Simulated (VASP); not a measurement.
# TiN (Fm-3m) in VASP: single point with r2SCAN

Aim: the single point of TiN with r2SCAN.

Everything below comes from runs of VASP 6.6.1. Logs are shortened: lines on timing, memory, paths and dates and some standing lists are left out, and cuts for length are marked.

## Step 1: The cell of the first run

The structure is cubic, space group Fm-3m (No. 225). The conventional cell has a = 4.233 Å, b = 4.233 Å, c = 4.233 Å, α = 90.00°, β = 90.00°, γ = 90.00°. Ti (site symmetry m-3m) has 6 N at 2.12 Å within 2.8 Å. N (site symmetry m-3m) has 6 Ti at 2.12 Å within 2.8 Å.

## Step 2: Single point, r2SCAN, collinear spin

POSCAR reads:

```
TiN
1.0
    0.0000000000      2.1162573850      2.1162573850
    4.2325147700      2.1162573850      2.1162573850
    4.2325147700      4.2325147700      0.0000000000
Ti N
2 2
Direct
    0.5000000000      0.5000000000      0.0000000000
    0.5000000000      0.5000000000      0.5000000000
    0.0000000000      0.0000000000      0.0000000000
    0.0000000000      0.0000000000      0.5000000000
```

INCAR.step1 reads:

```
SYSTEM = TiN
  PREC = Accurate
  ENCUT = 520
  ISMEAR = 0
  SIGMA = 0.05
  LREAL = .False.
  LASPH = .True.
  NELM = 150
  ISPIN = 2
  MAGMOM = 1 -1 0 0
  LMAXMIX = 4
  NBANDS = 29
  GGA = PE
  ALGO = Normal
  EDIFF = 1E-4
  LWAVE = .True.
  LCHARG = .False.
```

INCAR.step2 reads:

```
SYSTEM = TiN
  PREC = Accurate
  ENCUT = 520
  EDIFF = 1E-6
  ISMEAR = 0
  SIGMA = 0.05
  LREAL = .False.
  LASPH = .True.
  NELM = 150
  ALGO = Normal
  ISIF = 2
  LWAVE = .False.
  LCHARG = .False.
  ISPIN = 2
  MAGMOM = 1 -1 0 0
  LORBIT = 11
  LMAXMIX = 4
  METAGGA = R2SCAN
  LMIXTAU = .True.
  NBANDS = 29
  ISTART = 1
```

KPOINTS reads:

```
regular mesh
0
Gamma
  14 14 7
  0 0 0
```

Potentials or basis: VASP PAW PBE potentials, release 64 (Ti_sv, N).

The run is started by

```
$ cat potpaw_PBE.64/Ti_sv/POTCAR potpaw_PBE.64/N/POTCAR > POTCAR
$ cp INCAR.step1 INCAR
$ mpirun -np 1 vasp_std > vasp.out
$ cp INCAR.step2 INCAR
$ mpirun -np 1 vasp_std > vasp.out
```

OUTCAR:

```text
SYSTEM = TiN
   PREC = Accurate
   ENCUT = 520
   EDIFF = 1E-6
   ISMEAR = 0
   LREAL = .False.
   LASPH = .True.
   NELM = 150
   ISIF = 2
   ISPIN = 2
   LORBIT = 11
   METAGGA = R2SCAN
   ISTART = 1

 ion  position               nearest neighbor table
   1  0.500  0.500  0.000-   4 2.12   3 2.12   4 2.12   3 2.12   4 2.12   4 2.12
   2  0.500  0.500  0.500-   3 2.12   3 2.12   4 2.12   4 2.12   3 2.12   3 2.12
   3  0.000  0.000  0.000-   2 2.12   1 2.12   2 2.12   1 2.12   2 2.12   2 2.12
   4  0.000  0.000  0.500-   1 2.12   1 2.12   2 2.12   2 2.12   1 2.12   1 2.12

  LATTYP: Found a simple tetragonal cell.
 ALAT       =     2.9928398953
 C/A-ratio  =     1.4142135624

  Lattice vectors:

 A1 = (   0.0000000000,  -2.1162573850,   2.1162573850)
 A2 = (   0.0000000000,  -2.1162573850,  -2.1162573850)
 A3 = (   4.2325147700,   0.0000000000,   0.0000000000)

Analysis of symmetry for initial positions (statically):
=====================================================================
 Subroutine PRICEL returns following result:

  LATTYP: Found a face centered cubic cell.
 ALAT       =     4.2325147700

  Lattice vectors:

 A1 = (  -2.1162573850,   2.1162573850,   0.0000000000)
 A2 = (  -2.1162573850,   0.0000000000,   2.1162573850)
 A3 = (   0.0000000000,   2.1162573850,   2.1162573850)

   2 primitive cells build up your supercell.

 Routine SETGRP: Setting up the symmetry group for a
 simple tetragonal supercell.

 Subroutine GETGRP returns: Found 16 space group operations
 (whereof 16 operations were pure point group operations)
 out of a pool of 16 trial point group operations.

The static configuration has the point symmetry D_4h.

Analysis of symmetry for dynamics (positions and initial velocities):
=====================================================================
 Subroutine PRICEL returns following result:

  LATTYP: Found a face centered cubic cell.
 ALAT       =     4.2325147700

  Lattice vectors:

 A1 = (  -2.1162573850,   2.1162573850,   0.0000000000)
 A2 = (  -2.1162573850,   0.0000000000,   2.1162573850)
 A3 = (   0.0000000000,   2.1162573850,   2.1162573850)

   2 primitive cells build up your supercell.

 Routine SETGRP: Setting up the symmetry group for a
 simple tetragonal supercell.

 Subroutine GETGRP returns: Found 16 space group operations
 (whereof 16 operations were pure point group operations)
 out of a pool of 16 trial point group operations.

The dynamic configuration has the point symmetry D_4h.

Analysis of structural, dynamic, and magnetic symmetry:
=====================================================================
 Subroutine PRICEL returns following result:

  LATTYP: Found a face centered cubic cell.
 ALAT       =     4.2325147700

  Lattice vectors:

 A1 = (  -2.1162573850,   2.1162573850,   0.0000000000)
 A2 = (  -2.1162573850,   0.0000000000,   2.1162573850)
 A3 = (   0.0000000000,   2.1162573850,   2.1162573850)

   2 primitive cells build up your supercell.

 Routine SETGRP: Setting up the symmetry group for a
 simple tetragonal supercell.

 Subroutine GETGRP returns: Found 16 space group operations
 (whereof 16 operations were pure point group operations)
 out of a pool of 16 trial point group operations.

The overall configuration has the point symmetry D_4h.

 Subroutine INISYM returns: Found 16 space group operations
 (whereof 16 operations are pure point group operations),
 and found     2 'primitive' translations

----------------------------------------------------------------------------------------

                                     Primitive cell

  volume of cell :      18.9555

  direct lattice vectors                    reciprocal lattice vectors
    -2.116257385  2.116257385  0.000000000    -0.236266157  0.236266157 -0.236266157
    -2.116257385  0.000000000  2.116257385    -0.236266157 -0.236266157  0.236266157
     0.000000000  2.116257385  2.116257385     0.236266157  0.236266157  0.236266157

  length of vectors
     2.992839895  2.992839895  2.992839895     0.409224988  0.409224988  0.409224988

  position of ions in fractional coordinates (direct lattice)
     0.500000000  0.500000000  0.500000000
     0.000000000  0.000000000  0.000000000

  ion indices of the primitive-cell ions
   primitive index   ion index
                 1           1
                 2           3

----------------------------------------------------------------------------------------

 KPOINTS: regular mesh

Automatic generation of k-mesh.
 Grid dimensions read from file:
 generate k-points for:   14   14    7

 Generating k-lattice:

  Cartesian coordinates                     Fractional coordinates (reciprocal lattice)
    -0.016876154  0.016876154  0.016876154     0.071428571  0.000000000  0.000000000
     0.016876154 -0.016876154  0.016876154     0.000000000  0.071428571  0.000000000
     0.000000000  0.033752308 -0.033752308     0.000000000  0.000000000  0.142857143

  Length of vectors
     0.029230356  0.029230356  0.047732972

  Shift w.r.t. Gamma in fractional coordinates (k-lattice)
     0.000000000  0.000000000  0.000000000

 Subroutine IBZKPT returns following result:
 ===========================================

 Found    144 irreducible k-points:

 Following reciprocal coordinates:
            Coordinates               Weight
  0.000000  0.000000  0.000000      1.000000
  0.071429  0.000000  0.000000      8.000000
  0.142857  0.000000  0.000000      8.000000
  0.214286  0.000000  0.000000      8.000000
  0.285714  0.000000  0.000000      8.000000
  0.357143  0.000000  0.000000      8.000000
[... 16 lines left out ...]
  0.214286  0.142857  0.000000     16.000000
  0.285714  0.142857  0.000000     16.000000
 [... further k-points ...]
   k-points           NKPTS =    144   k-points in BZ     NKDIM =    144   number of bands    NBANDS=     29
   number of dos      NEDOS =    301   number of ions     NIONS =      4
   total plane-waves  NPLWV =  46080
   dimension x,y,z NGX =    24 NGY =   40 NGZ =   48
   dimension x,y,z NGXF=    48 NGYF=   80 NGZF=   96
   ions per type =               2   2
   NGX,Y,Z   is equivalent  to a cutoff of  13.33, 12.83, 13.33 a.u.
   NGXF,Y,Z  is equivalent  to a cutoff of  26.66, 25.66, 26.66 a.u.
 SYSTEM =  TiN
   PREC   = accura    normal or accurate (medium, high low for compatibility)
   ISTART =      1    job   : 0-new  1-cont  2-samecut
   ICHARG =      0    charge: 1-file 2-atom 10-const
   ISPIN  =      2    spin polarized calculation?
   LNONCOLLINEAR =      F non collinear calculations
   LSORBIT =      F    spin-orbit coupling
   LASPH  =      T    aspherical Exc in radial PAW
   ENCUT  =  520.0 eV  38.22 Ry    6.18 a.u.   5.56  9.64 11.13*2*pi/ulx,y,z
   NELM   =    150;   NELMIN=  2; NELMDL=  0     # of ELM steps
   EDIFF  = 0.1E-05   stopping-criterion for ELM
   LREAL  =      F    real-space projection
   EDIFFG = 0.1E-04   stopping-criterion for IOM
   NSW    =      0    number of steps for IOM
   IBRION =     -1    ionic relax: 0-MD 1-quasi-New 2-CG
   NFREE  =      0    steps in history (QN), initial steepest desc. (CG)
   ISIF   =      2    stress and relaxation
   ISYM   =      2    0-nonsym 1-usesym 2-fastsym
   POTIM  = 0.5000    time-step for ionic-motion
   TEBEG  =    0.0;   TEEND  =   0.0 temperature during run
   PSTRESS=    0.0 pullay stress
   NELECT =      34.0000    total number of electrons
   NUPDOWN=      -1.0000    fix difference up-down
   EMIN   =  10.00;   EMAX   =-10.00  energy-range for DOS
   EFERMI =   0.00;   METHOD = LEGACY
   ISMEAR =     0;   SIGMA  =   0.05  broadening in eV -4-tet -1-fermi 0-gaus
   EFERMI_NEDOS =   21; number of points for ismear=-14 and -15
   IALGO  =     38    algorithm
   IMIX   =      4    mixing-type and parameters
     AMIX     =   0.40;   BMIX     =  1.00
     AMIX_MAG =   1.60;   BMIX_MAG =  1.00
  volume/ion in A,a.u.               =       9.48        63.96
  Fermi-wavevector in a.u.,A,eV,Ry     =   1.578747  2.983400 33.911751  2.492443
  Thomas-Fermi vector in A             =   2.679231
   LORBIT       =     11    0 simple, 1 ext, 2 COOP (PROOUT), +10 PAW based schemes
   METAGGA = R2SCAN    functional components
   LHFCALC =     F    Hartree Fock is set to
   AEXX    =    0.0000 exact exchange contribution
   IVDW    =     0    specifies the selected vdW correction
   LEPSILON=     F    determine dielectric tensor
   LRPA    =     F    only Hartree local field effects (RPA)
 spin polarized calculation
 Gauss-broadening in eV      SIGMA  =   0.05
  energy-cutoff  :      520.00
  volume of cell :       37.91
 maximum number of plane-waves:      1037
 NGX is ok and might be reduce to    24
   NGX = 11   NGY = 19   NGZ = 23

 number of electron      34.0000005 magnetization       0.0000000

 number of electron      34.0000005 magnetization      -0.0000000

 Free energy of the ion-electron system (eV)
  ---------------------------------------------------
  ext. energy  EPLUGINS =         0.00000000
  ---------------------------------------------------
  free energy    TOTEN  =       -52.02474437 eV

  energy without entropy =      -52.02152400  energy(sigma->0) =      -52.02313419

 E-fermi :  11.7544     XC(G=0): -13.9168

 val. band max:       11.7493422133   @ k =  -0.2143   0.1429   0.1429
 cond. band min:      11.7676545834   @ k =  -0.2143   0.1429   0.0000
 fundamental gap:      0.0183123701
 Fermi energy:        11.7543616717

 spin component 1

 k-point     1 :       0.0000    0.0000    0.0000
  band No.  band energies     occupation
      1     -48.6163      1.00000
      2     -48.4828      1.00000
      3     -24.0975      1.00000
      4     -23.7605      1.00000
      5     -23.7605      1.00000
      6     -23.5487      1.00000
[... 21 lines left out ...]
     28      22.9901      0.00000
     29      24.4053      0.00000

 k-point     2 :       0.0714    0.0000    0.0000
  band No.  band energies     occupation
      1     -48.6113      1.00000
      2     -48.4845      1.00000
      3     -24.0846      1.00000
      4     -23.7731      1.00000
      5     -23.7528      1.00000
      6     -23.5839      1.00000
[... 696 lines left out ...]
 k-point    24 :       0.2857    0.1429    0.0000
  band No.  band energies     occupation
      1     -48.5565      1.00000
      2     -48.4886      1.00000
      3     -24.0215      1.00000
      4     -23.8805      1.00000
      5     -23.8658      1.00000
      6     -23.7184      1.00000
[... 21 lines left out ...]
     28      23.0938      0.00000
     29      24.8046      0.00000

 [... further k-points ...]

 spin component 2

 k-point     1 :       0.0000    0.0000    0.0000
  band No.  band energies     occupation
      1     -48.6163      1.00000
      2     -48.4828      1.00000
      3     -24.0975      1.00000
      4     -23.7605      1.00000
      5     -23.7605      1.00000
      6     -23.5487      1.00000
[... 21 lines left out ...]
     28      22.9901      0.00000
     29      24.4053      0.00000

 k-point     2 :       0.0714    0.0000    0.0000
  band No.  band energies     occupation
      1     -48.6113      1.00000
      2     -48.4845      1.00000
      3     -24.0846      1.00000
      4     -23.7731      1.00000
      5     -23.7528      1.00000
      6     -23.5839      1.00000
[... 696 lines left out ...]
 k-point    24 :       0.2857    0.1429    0.0000
  band No.  band energies     occupation
      1     -48.5565      1.00000
      2     -48.4886      1.00000
      3     -24.0215      1.00000
      4     -23.8805      1.00000
      5     -23.8658      1.00000
      6     -23.7184      1.00000
[... 21 lines left out ...]
     28      23.0938      0.00000
     29      24.8046      0.00000

 [... further k-points ...]

------------------------ aborting loop because EDIFF is reached ----------------------------------------

  FORCE on cell =-STRESS in cart. coord.  units (eV):
  Direction    XX          YY          ZZ          XY          YZ          ZX
  --------------------------------------------------------------------------------------
  -------------------------------------------------------------------------------------
  Total        0.3501534      0.3499663      0.3499663      0.0000000      0.0000000     -0.0000000
  in kB       14.7980159     14.7901081     14.7901081      0.0000000      0.0000000     -0.0000000
  external PRESSURE =      14.7927440 kB  Pullay stress =       0.0000000 kB

 VOLUME and BASIS-vectors are now :
 -----------------------------------------------------------------------------
  energy-cutoff  :      520.00
  volume of cell :       37.91
      direct lattice vectors                 reciprocal lattice vectors
     0.000000000  2.116257385  2.116257385    -0.236266157  0.236266157  0.236266157
     4.232514770  2.116257385  2.116257385     0.236266157 -0.236266157  0.236266157
     4.232514770  4.232514770  0.000000000     0.000000000  0.236266157 -0.236266157

 POSITION                                       TOTAL-FORCE (eV/Angst)
 -----------------------------------------------------------------------------------
      2.11626      2.11626      2.11626         0.000000     -0.000000     -0.000000
      4.23251      4.23251      2.11626         0.000000      0.000000     -0.000000
      0.00000      0.00000      0.00000        -0.000000      0.000000      0.000000
      2.11626      2.11626      0.00000        -0.000000      0.000000      0.000000
 -----------------------------------------------------------------------------------
    total drift:                               -0.000000     -0.000000     -0.000000

  FREE ENERGIE OF THE ION-ELECTRON SYSTEM (eV)
  ---------------------------------------------------
  free  energy   TOTEN  =       -52.0247443692 eV

  energy  without entropy=      -52.0215240027  energy(sigma->0) =      -52.02313419

 total charge

# of ion       s       p       d       tot
------------------------------------------
    1        2.181   6.233   1.941  10.355
    2        2.181   6.233   1.941  10.355
    3        1.256   2.546   0.000   3.802
    4        1.256   2.546   0.000   3.802
--------------------------------------------------
tot          6.874  17.558   3.882  28.313

 magnetization (x)

# of ion       s       p       d       tot
------------------------------------------
    1        0.000  -0.000   0.000   0.000
    2       -0.000   0.000  -0.000  -0.000
    3       -0.000   0.000   0.000   0.000
    4        0.000  -0.000   0.000  -0.000
--------------------------------------------------
tot          0.000   0.000   0.000   0.000
```

It took 18 min on 1 thread of Intel Xeon 6975P-C (Granite Rapids), shared host; peak memory 0.41 GiB.

What came out:

| Property | Result |
| --- | --- |
| Free energy | -52.0247 eV |
| Pressure | 1.5 GPa |
| Band gap on the k mesh | zero (filled and empty bands overlap) |
| Net moment | 0.00 μB per cell |
| Valence electrons inside the program's atomic spheres | Ti 10.36; N 3.80 |

Caveat: the PAW data sets were made with another functional, which shifts forces and pressure a little.
